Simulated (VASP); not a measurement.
# HfH3 (Pm-3m) in VASP: a series of runs

Runs on HfH3. Level: LDA. Tasks: single point.

All numbers are computed with VASP 6.6.1; they aren't measurements. Logs are shortened: lines on timing, memory, paths and dates and some standing lists are left out, and cuts for length are marked.

### 1 The cell of the first run

It takes space group Pm-3m (No. 221, cubic). The conventional cell has a = 3.085 Å, b = 3.085 Å, c = 3.085 Å, α = 90.00°, β = 90.00°, γ = 90.00°. Within 2.9 Å of Hf (site symmetry m-3m) lie 12 H at 2.18 Å. Within 2.9 Å of H (site symmetry 4/mmm) lie 4 Hf at 2.18 Å and 8 H at 2.18 Å.

### 2 Single point, LDA

Contents of INCAR:

```
PREC     = Accurate       # precision mode
ENCUT    = 520            # plane-wave cutoff, eV
EDIFF    = 1E-6           # SCF threshold, eV
ISMEAR   = -1             # smearing method
SIGMA    = 0.1            # smearing width, eV
LREAL    = False          # projectors in reciprocal space
LASPH    = True           # aspherical terms in the spheres
NELM     = 60             # most SCF steps
ALGO     = Normal         # electronic algorithm
ISIF     = 2              # what is computed and relaxed
LWAVE    = False          # write WAVECAR
LCHARG   = True           # write CHGCAR
LELF     = True           # ELF
LVHAR    = True         
NBANDS   = 14             # bands
```

Contents of KPOINTS:

```
Automatic mesh
0
Gamma
  6 6 6
```

Contents of POSCAR:

```
HfH3
1.0
    3.0845540000      0.0000000000      0.0000000000
    0.0000000000      3.0845540000      0.0000000000
    0.0000000000      0.0000000000      3.0845540000
Hf H
1 3
Direct
    0.0000000000      0.0000000000      0.0000000000
    0.0000000000      0.5000000000      0.5000000000
    0.5000000000      0.0000000000      0.5000000000
    0.5000000000      0.5000000000      0.0000000000
```

Potentials or basis: VASP PAW LDA potentials, release 64 (Hf_pv, H).

On the command line:

```
$ cat potpaw_LDA.64/Hf_pv/POTCAR potpaw_LDA.64/H/POTCAR > POTCAR
$ mpirun -np 1 vasp_std > vasp.out
```

OUTCAR:

```text
PREC = Accurate
   ENCUT = 520
   EDIFF = 1E-6
   ISMEAR = -1
   LREAL = False
   LASPH = True
   NELM = 60
   ISIF = 2

 ion  position               nearest neighbor table
   1  0.000  0.000  0.000-   2 2.18   3 2.18   4 2.18   2 2.18   3 2.18   2 2.18   4 2.18   2 2.18
                             3 2.18   4 2.18   3 2.18   4 2.18
   2  0.000  0.500  0.500-   1 2.18   1 2.18   1 2.18   1 2.18
   3  0.500  0.000  0.500-   1 2.18   1 2.18   1 2.18   1 2.18
   4  0.500  0.500  0.000-   1 2.18   1 2.18   1 2.18   1 2.18

  LATTYP: Found a simple cubic cell.
 ALAT       =     3.0845540000

  Lattice vectors:

 A1 = (   3.0845540000,   0.0000000000,   0.0000000000)
 A2 = (   0.0000000000,   3.0845540000,   0.0000000000)
 A3 = (   0.0000000000,   0.0000000000,   3.0845540000)

Analysis of symmetry for initial positions (statically):
=====================================================================
 Subroutine PRICEL returns:
 Original cell was already a primitive cell.

 Routine SETGRP: Setting up the symmetry group for a
 simple cubic supercell.

 Subroutine GETGRP returns: Found 48 space group operations
 (whereof 48 operations were pure point group operations)
 out of a pool of 48 trial point group operations.

The static configuration has the point symmetry O_h .

Analysis of symmetry for dynamics (positions and initial velocities):
=====================================================================
 Subroutine PRICEL returns:
 Original cell was already a primitive cell.

 Routine SETGRP: Setting up the symmetry group for a
 simple cubic supercell.

 Subroutine GETGRP returns: Found 48 space group operations
 (whereof 48 operations were pure point group operations)
 out of a pool of 48 trial point group operations.

The dynamic configuration has the point symmetry O_h .

 Subroutine INISYM returns: Found 48 space group operations
 (whereof 48 operations are pure point group operations),
 and found     1 'primitive' translations

----------------------------------------------------------------------------------------

                                     Primitive cell

  volume of cell :      29.3479

  direct lattice vectors                    reciprocal lattice vectors
     3.084554000  0.000000000  0.000000000     0.324195978  0.000000000  0.000000000
     0.000000000  3.084554000  0.000000000     0.000000000  0.324195978  0.000000000
     0.000000000  0.000000000  3.084554000     0.000000000  0.000000000  0.324195978

  length of vectors
     3.084554000  3.084554000  3.084554000     0.324195978  0.324195978  0.324195978

  position of ions in fractional coordinates (direct lattice)
     0.000000000  0.000000000  0.000000000
[... 93 lines left out ...]
   EFERMI_NEDOS =   21; number of points for ismear=-14 and -15
   IALGO  =     38    algorithm
   IMIX   =      4    mixing-type and parameters
     AMIX     =   0.40;   BMIX     =  1.00
     AMIX_MAG =   1.60;   BMIX_MAG =  1.00
  volume/ion in A,a.u.               =       7.34        49.51
  Fermi-wavevector in a.u.,A,eV,Ry     =   1.247949  2.358282 21.189403  1.557377
  Thomas-Fermi vector in A             =   2.382058
   LORBIT       =      0    0 simple, 1 ext, 2 COOP (PROOUT), +10 PAW based schemes
   GGA     = CA    functional components
   LHFCALC =     F    Hartree Fock is set to
   AEXX    =    0.0000 exact exchange contribution
   IVDW    =     0    specifies the selected vdW correction
   LEPSILON=     F    determine dielectric tensor
   LRPA    =     F    only Hartree local field effects (RPA)
 non-spin polarized calculation
  energy-cutoff  :      520.00
  volume of cell :       29.35
 maximum number of plane-waves:       840
 NGX is ok and might be reduce to    24
   NGX = 11   NGY = 11   NGZ = 11

 number of electron      13.0000005 magnetization

 Free energy of the ion-electron system (eV)
  ---------------------------------------------------
  ext. energy  EPLUGINS =         0.00000000
  ---------------------------------------------------
  free energy    TOTEN  =       -22.53673842 eV

  energy without entropy =      -22.49200593  energy(sigma->0) =      -22.51437218

 E-fermi :   4.7630     XC(G=0): -11.5608

 val. band max:        4.7076770004   @ k =   0.3333   0.3333   0.1667
 cond. band min:       4.8679983219   @ k =   0.3333   0.1667   0.1667
 fundamental gap:      0.1603213215
 Fermi energy:         4.7630182013

 k-point     1 :       0.0000    0.0000    0.0000
  band No.  band energies     occupation
      1     -25.8884      2.00000
      2     -25.8884      2.00000
      3     -25.8884      2.00000
      4      -6.6116      2.00000
      5       0.4379      2.00000
      6       0.4380      2.00000
      7       9.2314      0.00000
      8       9.2314      0.00000
      9       9.2314      0.00000
     10      11.2455      0.00000
     11      11.2455      0.00000
     12      12.9331      0.00000
     13      12.9331      0.00000
     14      12.9331      0.00000
[... 309 lines left out ...]
      1     -26.3324      2.00000
      2     -26.3324      2.00000
      3     -26.3324      2.00000
      4      -1.3835      2.00000
      5      -1.3835      2.00000
      6      -1.3835      2.00000
      7       8.1909      0.00000
      8      10.4446      0.00000
      9      10.4446      0.00000
     10      10.4446      0.00000
     11      11.5068      0.00000
     12      11.5068      0.00000
     13      14.5927      0.00000
     14      14.5927      0.00000

------------------------ aborting loop because EDIFF is reached ----------------------------------------

  FORCE on cell =-STRESS in cart. coord.  units (eV):
  Direction    XX          YY          ZZ          XY          YZ          ZX
  --------------------------------------------------------------------------------------
  -------------------------------------------------------------------------------------
  Total       -1.2087353     -1.2087353     -1.2087353     -0.0000000     -0.0000000      0.0000000
  in kB      -65.9879536    -65.9879536    -65.9879536     -0.0000000     -0.0000000      0.0000000
  external PRESSURE =     -65.9879536 kB  Pullay stress =       0.0000000 kB

 VOLUME and BASIS-vectors are now :
 -----------------------------------------------------------------------------
  energy-cutoff  :      520.00
  volume of cell :       29.35
      direct lattice vectors                 reciprocal lattice vectors
     3.084554000  0.000000000  0.000000000     0.324195978  0.000000000  0.000000000
     0.000000000  3.084554000  0.000000000     0.000000000  0.324195978  0.000000000
     0.000000000  0.000000000  3.084554000     0.000000000  0.000000000  0.324195978

 POSITION                                       TOTAL-FORCE (eV/Angst)
 -----------------------------------------------------------------------------------
      0.00000      0.00000      0.00000         0.000000      0.000000      0.000000
      0.00000      1.54228      1.54228         0.000000      0.000000      0.000000
      1.54228      0.00000      1.54228         0.000000      0.000000      0.000000
      1.54228      1.54228      0.00000         0.000000      0.000000      0.000000
 -----------------------------------------------------------------------------------
    total drift:                                0.000000      0.000000     -0.000000

  FREE ENERGIE OF THE ION-ELECTRON SYSTEM (eV)
  ---------------------------------------------------
  free  energy   TOTEN  =       -22.5367384186 eV

  energy  without entropy=      -22.4920059339  energy(sigma->0) =      -22.51437218
```

OSZICAR:

```text
N       E                     dE             d eps       ncg     rms          rms(c)
DAV:   1     0.178600238324E+02    0.17860E+02   -0.64540E+03   560   0.826E+02
DAV:   2    -0.228191169078E+02   -0.40679E+02   -0.38878E+02   704   0.185E+02
DAV:   3    -0.238050326616E+02   -0.98592E+00   -0.97798E+00   698   0.206E+01
DAV:   4    -0.238090974701E+02   -0.40648E-02   -0.40641E-02   638   0.163E+00
DAV:   5    -0.238091276653E+02   -0.30195E-04   -0.30195E-04   688   0.118E-01    0.457E+01
DAV:   6    -0.227039191411E+02    0.11052E+01   -0.80643E-01   614   0.655E+00    0.309E+01
DAV:   7    -0.226226354693E+02    0.81284E-01   -0.90079E-01   614   0.669E+00    0.565E+00
DAV:   8    -0.225455784680E+02    0.77057E-01   -0.29132E-01   590   0.397E+00    0.137E+00
DAV:   9    -0.225365918765E+02    0.89866E-02   -0.24129E-02   614   0.119E+00    0.454E-01
DAV:  10    -0.225367510055E+02   -0.15913E-03   -0.16861E-03   686   0.245E-01    0.161E-01
DAV:  11    -0.225367431835E+02    0.78221E-05   -0.18374E-05   620   0.327E-02    0.957E-02
DAV:  12    -0.225367385379E+02    0.46456E-05   -0.16149E-05   638   0.286E-02    0.454E-02
DAV:  13    -0.225367384186E+02    0.11932E-06   -0.10910E-06   374   0.757E-03
   1 F= -.22536738E+02 E0= -.22514372E+02  d E =-.447325E-01
```

stdout:

```text
POSCAR found type information on POSCAR HfH
 POSCAR found :  2 types and       4 ions
 scaLAPACK will be used
 LDA part: xc-table for (Slater(with rela. corr.)+CA(PZ))
 , standard interpolation
 POSCAR, INCAR and KPOINTS ok, starting setup
 FFT: planning ... GRIDC
 FFT: planning ... GRID_SOFT
 FFT: planning ... GRID
 WAVECAR not read
 entering main loop
```

It took 5.7 s on 1 thread of Intel Xeon Platinum 8488C (Sapphire Rapids), shared host; peak memory 0.13 GiB.

What came out:

| Quantity | Value |
| --- | --- |
| Free energy | -22.5367 eV |
| Pressure | -6.6 GPa |

Levels at points of the mesh, in eV from the Fermi level:
```tsv
k point	band 2	band 3	band 4	band 5	band 6	band 7	band 8	band 9	band 10	band 11
(0.00, 0.00, 0.00)	-30.65	-30.65	-11.37	-4.33	-4.33	4.47	4.47	4.47	6.48	6.48
(0.50, 0.00, 0.00)	-30.60	-30.60	-7.62	-6.88	-1.46	0.16	1.13	1.13	4.80	6.66
(0.50, 0.50, 0.00)	-31.19	-30.54	-7.20	-3.80	-3.80	-2.23	1.87	1.87	6.46	8.61
(0.50, 0.50, 0.50)	-31.10	-31.10	-6.15	-6.15	-6.15	3.43	5.68	5.68	5.68	6.74
```

Caveat: spin-orbit coupling is left out, which moves the levels of the heavy elements.

### 3 Single point, LDA

Contents of INCAR:

```
PREC = Accurate
ENCUT = 520
EDIFF = 1E-6
ISMEAR = -1
SIGMA = 0.1
LREAL = F
LASPH = T
NELM = 60
ALGO = Normal
ISIF = 2
LWAVE = F
LCHARG = F
NBANDS = 14
```

Contents of KPOINTS:

```
Automatic mesh
0
Gamma
  7 7 7
```

POSCAR is that of step 2.

Potentials or basis: VASP PAW LDA potentials, release 64 (Hf_pv, H).

On the command line:

```
$ cat potpaw_LDA.64/Hf_pv/POTCAR potpaw_LDA.64/H/POTCAR > POTCAR
$ mpirun -np 1 vasp_std > vasp.out
```

Run time: 6.2 s. Hardware: 1 thread of Intel Xeon Platinum 8488C (Sapphire Rapids), shared host; peak memory 0.12 GiB.

Results (log left out):

```
Free energy : -22.5721 eV
Pressure    : -7.4 GPa
```

Levels at points of the mesh, in eV from the Fermi level:
```
           k point  band 4  band 5  band 6  band 7  band 8  band 9
(0.00, 0.00, 0.00)  -11.52   -4.47   -4.47    4.32    4.32    4.32
```

Caveat: spin-orbit coupling is left out, which moves the levels of the heavy elements.

### 4 Single point, LDA

Contents of INCAR:

```
PREC     = Accurate       # precision mode
ENCUT    = 520            # plane-wave cutoff, eV
EDIFF    = 1E-6           # SCF threshold, eV
ISMEAR   = -1             # smearing method
SIGMA    = 0.1            # smearing width, eV
LREAL    = False          # projectors in reciprocal space
LASPH    = True           # aspherical terms in the spheres
NELM     = 80             # most SCF steps
ALGO     = Normal         # electronic algorithm
ISIF     = 2              # what is computed and relaxed
LWAVE    = False          # write WAVECAR
LCHARG   = True           # write CHGCAR
LELF     = True           # ELF
LVHAR    = True         
NBANDS   = 14             # bands
```

Contents of KPOINTS:

```
Automatic mesh
0
Gamma
  9 9 9
```

POSCAR is that of step 3.

Potentials or basis: VASP PAW LDA potentials, release 64 (Hf_pv, H).

On the command line:

```
$ cat potpaw_LDA.64/Hf_pv/POTCAR potpaw_LDA.64/H/POTCAR > POTCAR
$ mpirun -np 1 vasp_std > vasp.out
```

OUTCAR:

```text
PREC = Accurate
   ENCUT = 520
   EDIFF = 1E-6
   ISMEAR = -1
   LREAL = False
   LASPH = True
   NELM = 80
   ISIF = 2

 ion  position               nearest neighbor table
   1  0.000  0.000  0.000-   2 2.18   3 2.18   4 2.18   2 2.18   3 2.18   2 2.18   4 2.18   2 2.18
                             3 2.18   4 2.18   3 2.18   4 2.18
   2  0.000  0.500  0.500-   1 2.18   1 2.18   1 2.18   1 2.18
   3  0.500  0.000  0.500-   1 2.18   1 2.18   1 2.18   1 2.18
   4  0.500  0.500  0.000-   1 2.18   1 2.18   1 2.18   1 2.18

  LATTYP: Found a simple cubic cell.
 ALAT       =     3.0845540000

[... 605 lines left out ...]
  --------------------------------------------------------------------------------------
  -------------------------------------------------------------------------------------
  Total       -1.2595214     -1.2595214     -1.2595214     -0.0000000     -0.0000000      0.0000000
  in kB      -68.7604982    -68.7604982    -68.7604982     -0.0000000     -0.0000000      0.0000000
  external PRESSURE =     -68.7604982 kB  Pullay stress =       0.0000000 kB

 VOLUME and BASIS-vectors are now :
 -----------------------------------------------------------------------------
  energy-cutoff  :      520.00
  volume of cell :       29.35
      direct lattice vectors                 reciprocal lattice vectors
     3.084554000  0.000000000  0.000000000     0.324195978  0.000000000  0.000000000
     0.000000000  3.084554000  0.000000000     0.000000000  0.324195978  0.000000000
     0.000000000  0.000000000  3.084554000     0.000000000  0.000000000  0.324195978

 POSITION                                       TOTAL-FORCE (eV/Angst)
 -----------------------------------------------------------------------------------
      0.00000      0.00000      0.00000         0.000000      0.000000      0.000000
      0.00000      1.54228      1.54228         0.000000      0.000000      0.000000
      1.54228      0.00000      1.54228         0.000000      0.000000      0.000000
      1.54228      1.54228      0.00000         0.000000      0.000000      0.000000
 -----------------------------------------------------------------------------------
    total drift:                                0.000000      0.000000     -0.000000

  FREE ENERGIE OF THE ION-ELECTRON SYSTEM (eV)
  ---------------------------------------------------
  free  energy   TOTEN  =       -22.5341387161 eV

  energy  without entropy=      -22.4991672959  energy(sigma->0) =      -22.51665301
```

OSZICAR:

```text
N       E                     dE             d eps       ncg     rms          rms(c)
DAV:   1     0.167161364621E+02    0.16716E+02   -0.64554E+03   980   0.822E+02
DAV:   2    -0.227530427883E+02   -0.39469E+02   -0.37356E+02  1268   0.187E+02
DAV:   3    -0.237976686362E+02   -0.10446E+01   -0.10406E+01  1202   0.213E+01
DAV:   4    -0.238020877499E+02   -0.44191E-02   -0.44188E-02  1156   0.167E+00
DAV:   5    -0.238021170975E+02   -0.29348E-04   -0.29347E-04  1226   0.120E-01    0.457E+01
DAV:   6    -0.226995732821E+02    0.11025E+01   -0.78243E-01  1094   0.656E+00    0.308E+01
DAV:   7    -0.226122259027E+02    0.87347E-01   -0.92209E-01  1124   0.672E+00    0.571E+00
DAV:   8    -0.225396028735E+02    0.72623E-01   -0.26544E-01  1070   0.379E+00    0.126E+00
DAV:   9    -0.225340199069E+02    0.55830E-02   -0.22434E-02  1112   0.112E+00    0.377E-01
DAV:  10    -0.225341394545E+02   -0.11955E-03   -0.11579E-03  1226   0.222E-01    0.217E-01
DAV:  11    -0.225341389122E+02    0.54237E-06   -0.19464E-05  1154   0.343E-02    0.290E-02
DAV:  12    -0.225341387161E+02    0.19607E-06   -0.12729E-06   880   0.908E-03
   1 F= -.22534139E+02 E0= -.22516653E+02  d E =-.349714E-01
```

stdout:

```text
POSCAR found type information on POSCAR HfH
 POSCAR found :  2 types and       4 ions
 scaLAPACK will be used
 LDA part: xc-table for (Slater(with rela. corr.)+CA(PZ))
 , standard interpolation
 POSCAR, INCAR and KPOINTS ok, starting setup
 FFT: planning ... GRIDC
 FFT: planning ... GRID_SOFT
 FFT: planning ... GRID
 WAVECAR not read
 entering main loop
```

Wall time 6.5 s (1 thread of Intel Xeon Platinum 8488C (Sapphire Rapids), shared host); peak memory 0.13 GiB.

What came out:

| Property | Result |
| --- | --- |
| Free energy | -22.5341 eV |
| Pressure | -6.9 GPa |

Caveat: spin-orbit coupling is left out, which moves the levels of the heavy elements.

### 5 The runs side by side

| k mesh | gap on the mesh (eV) | pressure (GPa) |
| --- | --- | --- |
| 6 × 6 × 6 | none | -6.6 |
| 7 × 7 × 7 | none | -7.4 |
| 9 × 9 × 9 | none | -6.9 |

Alike in all rows: task single point; level LDA; potentials or basis VASP PAW LDA potentials, release 64 (Hf_pv, H); no spin polarisation; cell as given; cutoff (eV) 520; smearing fermi-dirac 0.1 eV.

Every run on the cell as given and a fine mesh finds a metal.

Caveats: spin-orbit coupling is left out, which moves the levels of the heavy elements.

Total energies depend on the potentials used, so only differences within one code and one set of settings carry meaning.
